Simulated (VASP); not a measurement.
Write the native input for VASP 6.6.1 that does the following.

| Property | Result |
| --- | --- |
| Task | relaxation of cell and atoms |
| Functional | PBE |
| Potentials or basis | VASP PAW PBE potentials, release 64 (Bi_d, C) |
| Cutoff | 600 eV |
| k mesh | 4 × 4 × 2 |
| Occupations | gaussian, width 0.1 eV |
| Spin | no spin polarisation |
| Dipole correction | no |
| Further INCAR settings | ALGO = Normal; EDIFF = 1e-06; IBRION = 2; EDIFFG = -0.04; NSW = 90; ISIF = 3 |

The structure of Bi4C lies in POSCAR:

```
Bi4C
1.0
    4.5974041000      0.0000000000      0.0000000000
    0.0000000000      4.5974041000      0.0000000000
    0.0000000000      0.0000000000      7.6248542800
Bi C
4 1
Direct
    0.5000000000      0.5000000000      0.0000000000
    0.0000000000      0.0000000000      0.8277948100
    0.0000000000      0.0000000000      0.1722051900
    0.0000000000      0.0000000000      0.5000000000
    0.5000000000      0.5000000000      0.5000000000
```

The cell was generated, and may not be a known phase.

The input as run:

INCAR

```
SYSTEM = Bi4C
PREC = Accurate ; ENCUT = 600
EDIFF = 1E-6 ; ISMEAR = 0
SIGMA = 0.1 ; LREAL = .FALSE.
LASPH = .TRUE. ; NELM = 60
ALGO = Normal ; ISIF = 3
LWAVE = .FALSE. ; LCHARG = .FALSE.
GGA = PE ; IBRION = 2
NSW = 90 ; EDIFFG = -0.04
```

KPOINTS

```
Automatic mesh
0
G
  4 4 2
  0 0 0
```

Potentials or basis: VASP PAW PBE potentials, release 64 (Bi_d, C).

The run is started by

```bash
$ cat potpaw_PBE.64/Bi_d/POTCAR potpaw_PBE.64/C/POTCAR > POTCAR
$ mpirun -np 1 vasp_std > vasp.out
```

Results of the run:

| Property | Result |
| --- | --- |
| Relaxed volume | 28.88 Å³/atom |
| Relaxed cell | a = 3.793 Å, b = 3.793 Å, c = 10.040 Å, α = 90.00°, β = 90.00°, γ = 90.00° |
| Space group after relaxing (to 0.1 Å) | P4/mmm (No. 123) |
| Energy gained by relaxing | 1302.0 meV/atom |
| Ionic steps | 12 |
| Pressure after relaxing | 0.1 GPa |
| Largest force after relaxing | 0.009 eV/Å |
| Band gap on the k mesh | zero (bands 32 and 33 overlap by 2.14 eV) |

Caveat: the k points lie up to 0.41 Å⁻¹ apart in the final cell, too coarse for converged energies and pressures of a metal; a cell axis changed by over 15 % at a fixed basis, so the end point is rough; spin-orbit coupling is left out, which moves the levels of the heavy elements.

Wall time 19 min on 1 thread of Oxide Virtual Turin-like Processor (shared host), peak memory 0.31 GiB.
